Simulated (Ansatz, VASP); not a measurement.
Two plane-wave programs on MgO

Contents of INCAR:

```
  PREC = Accurate
  ENCUT = 600
  EDIFF = 1E-6
  ISMEAR = 0
  SIGMA = 0.01
  LREAL = F
  LASPH = T
  NELM = 120
  ALGO = Normal
  ISIF = 2
  LWAVE = F
  LCHARG = F
  GGA = PE
  NBANDS = 11
  GGA_COMPAT = F
```

The input KPOINTS:

```
regular mesh
0
Gamma
  7 7 7
```

Contents of POSCAR:

```
MgO
1.0
    0.0000000000      2.1620000000      2.1620000000
    2.1620000000      0.0000000000      2.1620000000
    2.1620000000      2.1620000000      0.0000000000
Mg O
1 1
Direct
    0.0000000000      0.0000000000      0.0000000000
    0.5000000000      0.5000000000      0.5000000000
```

Input for Ansatz:

```yaml
crystal:
  lattice:
    - [0.0, 2.162, 2.162]
    - [2.162, 0.0, 2.162]
    - [2.162, 2.162, 0.0]
  atoms:
    - { symbol: Mg, position: [0.0, 0.0, 0.0] }
    - { symbol: O, position: [0.5, 0.5, 0.5] }
hamiltonian:
  xc: pbe
  pseudopotentials: { kind: paw }
basis:
  ecutwfc: 420
kpoints:
  mp_grid: { grid: [7, 7, 7] }
scf:
  occupations: { method: fixed }
  lower_state_search: "off"
  max_iter: 100
output:
  forces: true
  stress: true
```

Alike in both runs: task single point; functional PBE; k mesh 7 × 7 × 7; no spin polarisation.

|  | VASP | Ansatz |
| --- | --- | --- |
| version | VASP 6.6.1 | Ansatz 0.2.0 |
| potentials or method | VASP PAW PBE potentials, release 64 (Mg, O), cutoff 600 eV | PAW, plane waves, scalar-relativistic |
| occupations | gaussian, width 0.01 eV | fixed |
| valence electrons in the cell | 8 | 16 |

VASP gave:

```
pressure (GPa) : -7.6
```

**Question.** Estimate Ansatz's values.

**Answer.** Pressure (GPa): -6.6.

VASP's potentials hold 8 valence electrons a cell and Ansatz's 16, so a difference there can come from the potentials and not from the codes.
